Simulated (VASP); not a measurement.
## Cs: single point with PBE

Crystal: Cs.

```
Cs
1.0
    -3.12847    3.12847    3.12847
     3.12847   -3.12847    3.12847
     3.12847    3.12847   -3.12847
Cs
1
Direct
  0.00000 0.00000 0.00000
```

* Program: VASP 6.6.1
* Task: single point
* Functional: PBE
* Potentials or basis: VASP PAW PBE potentials, release 64 (Cs_sv)
* Cutoff: 520 eV
* k mesh: 4 × 4 × 4
* Occupations: gaussian, width 0.1 eV
* Spin: no spin polarisation

```
Pressure : -0.1 GPa
```

Levels at points of the mesh, in eV from the Fermi level:
| k point | band 1 | band 2 | band 3 | band 4 | band 5 | band 6 | band 7 | band 8 |
| --- | --- | --- | --- | --- | --- | --- | --- | --- |
| (0.00, 0.00, 0.00) | -23.90 | -10.65 | -10.65 | -10.65 | -1.62 | 2.44 | 2.44 | 2.44 |
| (0.50, 0.00, 0.00) | -23.90 | -10.76 | -10.69 | -10.65 | 0.05 | 0.80 | 1.64 | 3.08 |
| (0.50, 0.50, 0.50) | -23.89 | -10.73 | -10.73 | -10.73 | 0.69 | 0.69 | 2.85 | 2.85 |

It took 12 s on 1 thread of AMD EPYC 9R45 (Zen 5), with other jobs on the host, peak memory 0.19 GiB.

Caveat: spin-orbit coupling is left out, which moves the levels of the heavy elements.
